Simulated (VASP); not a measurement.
Set up this calculation in VASP 6.6.1, as the native input.

```yaml
Task: single point
Functional: r2SCAN
Potentials_or_basis: VASP PAW PBE potentials, release 64 (K_sv, Mg, F)
Cutoff: 520 eV
k_mesh: 4 × 4 × 4
Occupations: gaussian, width 0.01 eV
Spin: no spin polarisation
Dipole_correction: no
Further_INCAR_settings: ALGO = Normal; EDIFF = 1e-06; NBANDS = 24
```

KMgF3:

```
K Mg F
1.0
     4.03835    0.00000    0.00000
     0.00000    4.03835    0.00000
     0.00000    0.00000    4.03835
K Mg F
1 1 3
Direct
  0.50000 0.50000 0.50000
  0.00000 0.00000 0.00000
  0.50000 0.00000 0.00000
  0.00000 0.50000 0.00000
  0.00000 0.00000 0.50000
```

One way to write it, as run:

POSCAR

```
KMgF3
1.0
    4.0383520677      0.0000000000      0.0000000000
    0.0000000000      4.0383520677      0.0000000000
    0.0000000000      0.0000000000      4.0383520677
K Mg F
1 1 3
Direct
    0.5000000000      0.5000000000      0.5000000000
    0.0000000000      0.0000000000      0.0000000000
    0.5000000000      0.0000000000      0.0000000000
    0.0000000000      0.5000000000      0.0000000000
    0.0000000000      0.0000000000      0.5000000000
```

INCAR.step1

```
SYSTEM = KMgF3
ALGO = Normal ; EDIFF = 1E-4
ENCUT = 520 ; GGA = PE
ISMEAR = 0 ; LASPH = .True.
LCHARG = .False. ; LREAL = .False.
LWAVE = .True. ; NBANDS = 24
NELM = 100 ; PREC = Accurate
SIGMA = 0.01
```

INCAR.step2

```
SYSTEM = KMgF3
ALGO = Normal ; EDIFF = 1E-6
ENCUT = 520 ; ISIF = 2
ISMEAR = 0 ; ISTART = 1
LASPH = .True. ; LCHARG = .False.
LMIXTAU = .True. ; LREAL = .False.
LWAVE = .False. ; METAGGA = R2SCAN
NBANDS = 24 ; NELM = 100
PREC = Accurate ; SIGMA = 0.01
```

KPOINTS

```
k-points
0
Gamma
  4 4 4
  0 0 0
```

Potentials or basis: VASP PAW PBE potentials, release 64 (K_sv, Mg, F).

Run with:

```console
$ cat potpaw_PBE.64/K_sv/POTCAR potpaw_PBE.64/Mg/POTCAR potpaw_PBE.64/F/POTCAR > POTCAR
$ cp INCAR.step1 INCAR
$ mpirun -np 1 vasp_std > vasp.out
$ cp INCAR.step2 INCAR
$ mpirun -np 1 vasp_std > vasp.out
```

Results of the run:

```yaml
Pressure: -3.7 GPa
Band_gap_on_the_k_mesh: 7.94 eV, indirect (least direct gap 8.26 eV)
```

Caveat: the PAW data sets were made with another functional, which shifts forces and pressure a little.

Wall time 71 s on 1 thread of AMD EPYC 9R45 (Zen 5) (shared host), peak memory 0.14 GiB.
